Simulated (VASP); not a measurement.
ZrC:

```
CELL_PARAMETERS angstrom
3.33027 0.00000 0.00000
-1.66514 2.88410 0.00000
0.00000 0.00000 5.43593
ATOMIC_POSITIONS crystal
Zr 0.00000 0.00000 0.00000
Zr 0.33333 0.66667 0.50000
C 0.66667 0.33333 0.25000
C 0.66667 0.33333 0.75000
```

| Property | Result |
| --- | --- |
| Program | VASP 6.6.1 |
| Task | relaxation of cell and atoms |
| Functional | PBE |
| Potentials or basis | VASP PAW PBE potentials, release 64 (Zr_sv, C) |
| Cutoff | 600 eV |
| k mesh | 12 × 12 × 9 |
| Occupations | gaussian, width 0.1 eV |
| Spin | no spin polarisation |

At the start: pressure 0.0 GPa; volume 13.05 Å³/atom.

Task: Where does the relaxation end?

Result: Over 6 steps the energy falls by 7.2 meV/atom and the volume is 13.05 Å³/atom (-0.1 %); space group P6_3/mmc (No. 194, to 0.1 Å) before and after.

The path:
| step | energy change (eV) | largest force (eV/Å) | pressure (GPa) | volume (Å³) |
| --- | --- | --- | --- | --- |
| 1 | 0.0000 | 0.0000 | 0.04 | 52.21 |
| 2 | -0.0263 | 0.0000 | -0.13 | 52.23 |
| 3 | -0.0289 | 0.0000 | -0.18 | 52.22 |
| 4 | -0.0288 | 0.0000 | -0.18 | 52.22 |
| 5 | -0.0288 | 0.0000 | 0.32 | 52.10 |
| 6 | -0.0289 | 0.0000 | 0.00 | 52.18 |

Final structure:
```
CELL_PARAMETERS angstrom
3.37370 0.00000 0.00000
-1.68685 2.92171 0.00000
0.00000 0.00000 5.29380
ATOMIC_POSITIONS crystal
Zr 0.00000 0.00000 0.00000
Zr 0.33333 0.66667 0.50000
C 0.66667 0.33333 0.25000
C 0.66667 0.33333 0.75000
```
